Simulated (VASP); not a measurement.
# HfN (I4/mmm) in VASP: single point with PBE

Aim: the single point of HfN with PBE.

All numbers are computed with VASP 6.6.1; they aren't measurements. Logs are shortened: lines on timing, memory, paths and dates and some standing lists are left out, and cuts for length are marked.

## (1) The cell of the first run

It takes space group I4/mmm (No. 139, tetragonal). The conventional cell has a = 3.275 Å, b = 3.275 Å, c = 4.292 Å, α = 90.00°, β = 90.00°, γ = 90.00°. Hf (site symmetry 4/mmm) has 6 N at 2.15 to 2.32 Å within 2.8 Å. Within 2.8 Å of N (site symmetry 4/mmm) lie 6 Hf at 2.15 to 2.32 Å.

## (2) Single point, PBE (strain +0.025 along x and y, -0.050 along z)

Input file INCAR:

```
SYSTEM = HfN
  ALGO = Normal
  EDIFF = 1E-7
  ENCUT = 520
  GGA = PE
  ISIF = 2
  ISMEAR = 0
  LASPH = .TRUE.
  LCHARG = .TRUE.
  LELF = .TRUE.
  LREAL = .FALSE.
  LVHAR = .TRUE.
  LWAVE = .FALSE.
  NBANDS = 14
  NELM = 100
  PREC = Accurate
  SIGMA = 0.15
```

Input file KPOINTS:

```
k-points
0
G
  18 18 18
  0 0 0
```

Input file POSCAR:

```
HfN
1.0
    0.0000000000      2.3154750000      2.1460500000
    2.3154750000      0.0000000000      2.1460500000
    2.3154750000      2.3154750000      0.0000000000
Hf N
1 1
Direct
    0.0000000000      0.0000000000      0.0000000000
    0.5000000000      0.5000000000      0.5000000000
```

Potentials or basis: VASP PAW PBE potentials, release 64 (Hf_pv, N).

On the command line:

```sh
$ cat potpaw_PBE.64/Hf_pv/POTCAR potpaw_PBE.64/N/POTCAR > POTCAR
$ mpirun -np 1 vasp_std > vasp.out
```

OUTCAR:

```text
SYSTEM = HfN
   EDIFF = 1E-7
   ENCUT = 520
   GGA = PE
   ISIF = 2
   ISMEAR = 0
   LASPH = .TRUE.
   LREAL = .FALSE.
   NELM = 100
   PREC = Accurate

 ion  position               nearest neighbor table
   1  0.000  0.000  0.000-   2 2.15   2 2.15   2 2.32   2 2.32   2 2.32   2 2.32
   2  0.500  0.500  0.500-   1 2.15   1 2.15   1 2.32   1 2.32   1 2.32   1 2.32

  LATTYP: Found a body centered tetragonal cell.
 ALAT       =     3.2745761483
 C/A-ratio  =     1.3107345212

  Lattice vectors:

 A1 = (   0.0000000000,  -2.3154750000,  -2.1460500000)
 A2 = (   0.0000000000,   2.3154750000,  -2.1460500000)
 A3 = (   2.3154750000,   0.0000000000,   2.1460500000)

Analysis of symmetry for initial positions (statically):
=====================================================================
 Subroutine PRICEL returns:
 Original cell was already a primitive cell.

 Routine SETGRP: Setting up the symmetry group for a
 body centered tetragonal supercell.

 Subroutine GETGRP returns: Found 16 space group operations
 (whereof 16 operations were pure point group operations)
 out of a pool of 16 trial point group operations.

The static configuration has the point symmetry D_4h.

Analysis of symmetry for dynamics (positions and initial velocities):
=====================================================================
 Subroutine PRICEL returns:
 Original cell was already a primitive cell.

 Routine SETGRP: Setting up the symmetry group for a
 body centered tetragonal supercell.

 Subroutine GETGRP returns: Found 16 space group operations
 (whereof 16 operations were pure point group operations)
 out of a pool of 16 trial point group operations.

The dynamic configuration has the point symmetry D_4h.

 Subroutine INISYM returns: Found 16 space group operations
 (whereof 16 operations are pure point group operations),
 and found     1 'primitive' translations

----------------------------------------------------------------------------------------

                                     Primitive cell

  volume of cell :      23.0118

  direct lattice vectors                    reciprocal lattice vectors
     0.000000000  2.315475000  2.146050000    -0.215938414  0.215938414  0.232986184
     2.315475000  0.000000000  2.146050000     0.215938414 -0.215938414  0.232986184
     2.315475000  2.315475000  0.000000000     0.215938414  0.215938414 -0.232986184

  length of vectors
     3.157048476  3.157048476  3.274576148     0.384111129  0.384111129  0.384111129

  position of ions in fractional coordinates (direct lattice)
     0.000000000  0.000000000  0.000000000
     0.500000000  0.500000000  0.500000000

  ion indices of the primitive-cell ions
   primitive index   ion index
                 1           1
                 2           2

----------------------------------------------------------------------------------------

 KPOINTS: k-points

Automatic generation of k-mesh.
 Grid dimensions read from file:
 generate k-points for:   18   18   18

 Generating k-lattice:

  Cartesian coordinates                     Fractional coordinates (reciprocal lattice)
    -0.011996579  0.011996579  0.012943677     0.055555556  0.000000000  0.000000000
     0.011996579 -0.011996579  0.012943677     0.000000000  0.055555556  0.000000000
     0.011996579  0.011996579 -0.012943677    -0.000000000 -0.000000000  0.055555556

  Length of vectors
     0.021339507  0.021339507  0.021339507

  Shift w.r.t. Gamma in fractional coordinates (k-lattice)
     0.000000000  0.000000000  0.000000000

 Subroutine IBZKPT returns following result:
 ===========================================

 Found    480 irreducible k-points:

 Following reciprocal coordinates:
            Coordinates               Weight
  0.000000  0.000000  0.000000      1.000000
  0.055556 -0.000000  0.000000      8.000000
  0.111111 -0.000000  0.000000      8.000000
  0.166667  0.000000  0.000000      8.000000
  0.222222  0.000000  0.000000      8.000000
  0.277778  0.000000  0.000000      8.000000
[... 16 lines left out ...]
 -0.277778  0.055556  0.000000      8.000000
 -0.222222  0.055556  0.000000      8.000000
 [... further k-points ...]
   k-points           NKPTS =    480   k-points in BZ     NKDIM =    480   number of bands    NBANDS=     14
   number of dos      NEDOS =    301   number of ions     NIONS =      2
   total plane-waves  NPLWV =  13824
   dimension x,y,z NGX =    24 NGY =   24 NGZ =   24
   dimension x,y,z NGXF=    48 NGYF=   48 NGZF=   48
   ions per type =               1   1
   NGX,Y,Z   is equivalent  to a cutoff of  12.64, 12.64, 12.18 a.u.
   NGXF,Y,Z  is equivalent  to a cutoff of  25.28, 25.28, 24.37 a.u.
 SYSTEM =  HfN
   PREC   = accura    normal or accurate (medium, high low for compatibility)
   ISTART =      0    job   : 0-new  1-cont  2-samecut
   ICHARG =      2    charge: 1-file 2-atom 10-const
   ISPIN  =      1    spin polarized calculation?
   LNONCOLLINEAR =      F non collinear calculations
   LSORBIT =      F    spin-orbit coupling
   LASPH  =      T    aspherical Exc in radial PAW
   ENCUT  =  520.0 eV  38.22 Ry    6.18 a.u.   5.87  5.87  6.09*2*pi/ulx,y,z
   NELM   =    100;   NELMIN=  2; NELMDL= -5     # of ELM steps
   EDIFF  = 0.1E-06   stopping-criterion for ELM
   LREAL  =      F    real-space projection
   EDIFFG = 0.1E-05   stopping-criterion for IOM
   NSW    =      0    number of steps for IOM
   IBRION =     -1    ionic relax: 0-MD 1-quasi-New 2-CG
   NFREE  =      0    steps in history (QN), initial steepest desc. (CG)
   ISIF   =      2    stress and relaxation
   ISYM   =      2    0-nonsym 1-usesym 2-fastsym
   POTIM  = 0.5000    time-step for ionic-motion
   TEBEG  =    0.0;   TEEND  =   0.0 temperature during run
   PSTRESS=    0.0 pullay stress
   NELECT =      15.0000    total number of electrons
   NUPDOWN=      -1.0000    fix difference up-down
   EMIN   =  10.00;   EMAX   =-10.00  energy-range for DOS
   EFERMI =   0.00;   METHOD = LEGACY
   ISMEAR =     0;   SIGMA  =   0.15  broadening in eV -4-tet -1-fermi 0-gaus
   EFERMI_NEDOS =   21; number of points for ismear=-14 and -15
   IALGO  =     38    algorithm
   IMIX   =      4    mixing-type and parameters
     AMIX     =   0.40;   BMIX     =  1.00
     AMIX_MAG =   1.60;   BMIX_MAG =  1.00
  volume/ion in A,a.u.               =      11.51        77.65
  Fermi-wavevector in a.u.,A,eV,Ry     =   1.419456  2.682383 27.413768  2.014855
  Thomas-Fermi vector in A             =   2.540475
   LORBIT       =      0    0 simple, 1 ext, 2 COOP (PROOUT), +10 PAW based schemes
   GGA     = PE    functional components
   LHFCALC =     F    Hartree Fock is set to
   AEXX    =    0.0000 exact exchange contribution
   IVDW    =     0    specifies the selected vdW correction
   LEPSILON=     F    determine dielectric tensor
   LRPA    =     F    only Hartree local field effects (RPA)
 non-spin polarized calculation
 Gauss-broadening in eV      SIGMA  =   0.15
  energy-cutoff  :      520.00
  volume of cell :       23.01
 maximum number of plane-waves:       640
   NGX = 11   NGY = 11   NGZ = 13

 number of electron      15.0000000 magnetization

 Free energy of the ion-electron system (eV)
  ---------------------------------------------------
  ext. energy  EPLUGINS =         0.00000000
  ---------------------------------------------------
  free energy    TOTEN  =       -21.60489275 eV

  energy without entropy =      -21.59856223  energy(sigma->0) =      -21.60172749

 E-fermi :   8.4257     XC(G=0): -12.7312

 val. band max:        8.4254510150   @ k =   0.0556   0.0556   0.0000
 cond. band min:       8.4423803309   @ k =   0.3889   0.0556   0.1667
 fundamental gap:      0.0169293159
 Fermi energy:         8.4257079590

 k-point     1 :       0.0000    0.0000    0.0000
  band No.  band energies     occupation
      1     -22.7395      2.00000
      2     -22.7395      2.00000
      3     -22.6815      2.00000
      4      -9.1393      2.00000
      5       5.2404      2.00000
      6       5.2404      2.00000
      7       5.6703      2.00000
      8       7.8209      2.00000
      9       7.8209      2.00000
     10       8.6477      0.03631
     11       9.1152      0.00000
     12       9.8117      0.00000
     13      12.1878      0.00000
     14      18.0365      0.00000

 k-point     2 :       0.0556   -0.0000    0.0000
  band No.  band energies     occupation
      1     -22.7627      2.00000
      2     -22.7438      2.00000
      3     -22.6921      2.00000
      4      -9.0660      2.00000
      5       4.9386      2.00000
      6       5.0445      2.00000
      7       5.4435      2.00000
      8       7.9463      1.99999
      9       7.9537      1.99999
     10       8.7008      0.00950
     11       9.3844      0.00000
     12      10.0423      0.00000
     13      12.4217      0.00000
     14      18.2822      0.00000

 k-point     3 :       0.1111   -0.0000    0.0000
  band No.  band energies     occupation
      1     -22.8469      2.00000
      2     -22.7561      2.00000
      3     -22.7037      2.00000
      4      -8.8532      2.00000
      5       4.2106      2.00000
      6       4.5811      2.00000
      7       4.9272      2.00000
      8       8.2005      1.96631
      9       8.2936      1.78694
     10       8.8428      0.00008
     11      10.0773      0.00000
     12      10.6616      0.00000
     13      13.0503      0.00000
     14      18.9745      0.00000
[... 324 lines left out ...]
 k-point    23 :      -0.2778    0.0556    0.0000
  band No.  band energies     occupation
      1     -23.3467      2.00000
      2     -22.8195      2.00000
      3     -22.7606      2.00000
      4      -7.5683      2.00000
      5       1.2394      2.00000
      6       2.8262      2.00000
      7       3.3921      2.00000
      8       9.1764      0.00000
      9       9.9587      0.00000
     10      10.8955      0.00000
     11      13.3320      0.00000
     12      14.3516      0.00000
     13      15.1821      0.00000
     14      20.6385      0.00000

 k-point    24 :      -0.2222    0.0556    0.0000
  band No.  band energies     occupation
      1     -23.1856      2.00000
      2     -22.7947      2.00000
      3     -22.7525      2.00000
      4      -8.0163      2.00000
      5       2.0144      2.00000
      6       3.2402      2.00000
      7       3.9316      2.00000
      8       8.7184      0.00579
      9       9.2384      0.00000
     10      10.3535      0.00000
     11      12.6089      0.00000
     12      13.3581      0.00000
     13      14.2100      0.00000
     14      20.6665      0.00000

 [... further k-points ...]

------------------------ aborting loop because EDIFF is reached ----------------------------------------

  FORCE on cell =-STRESS in cart. coord.  units (eV):
  Direction    XX          YY          ZZ          XY          YZ          ZX
  --------------------------------------------------------------------------------------
  -------------------------------------------------------------------------------------
  Total       -1.0432326     -1.0432326      5.3230059      0.0000000     -0.0000000      0.0000000
  in kB      -72.6342917    -72.6342917    370.6103197      0.0000000     -0.0000000      0.0000000
  external PRESSURE =      75.1139121 kB  Pullay stress =       0.0000000 kB

 VOLUME and BASIS-vectors are now :
 -----------------------------------------------------------------------------
  energy-cutoff  :      520.00
  volume of cell :       23.01
      direct lattice vectors                 reciprocal lattice vectors
     0.000000000  2.315475000  2.146050000    -0.215938414  0.215938414  0.232986184
     2.315475000  0.000000000  2.146050000     0.215938414 -0.215938414  0.232986184
     2.315475000  2.315475000  0.000000000     0.215938414  0.215938414 -0.232986184

 POSITION                                       TOTAL-FORCE (eV/Angst)
 -----------------------------------------------------------------------------------
      0.00000      0.00000      0.00000        -0.000000      0.000000      0.000000
      2.31548      2.31548      2.14605         0.000000     -0.000000      0.000000
 -----------------------------------------------------------------------------------
    total drift:                                0.000000     -0.000000     -0.000000

  FREE ENERGIE OF THE ION-ELECTRON SYSTEM (eV)
  ---------------------------------------------------
  free  energy   TOTEN  =       -21.6048927541 eV

  energy  without entropy=      -21.5985622290  energy(sigma->0) =      -21.60172749
```

It took 41 s on 1 thread of Intel Xeon 6975P-C (Granite Rapids), shared host; peak memory 0.27 GiB.

Results:

| Item | Value |
| --- | --- |
| Free energy | -21.6049 eV |
| Pressure | 7.5 GPa |

Stress tensor (GPa, compression positive):
```
-7.26  0.00  0.00
 0.00 -7.26  0.00
 0.00  0.00 37.06
```

Caveat: the cell differs from its parent crystal (strain +0.025 along x and y, -0.050 along z); spin-orbit coupling is left out, which moves the levels of the heavy elements.
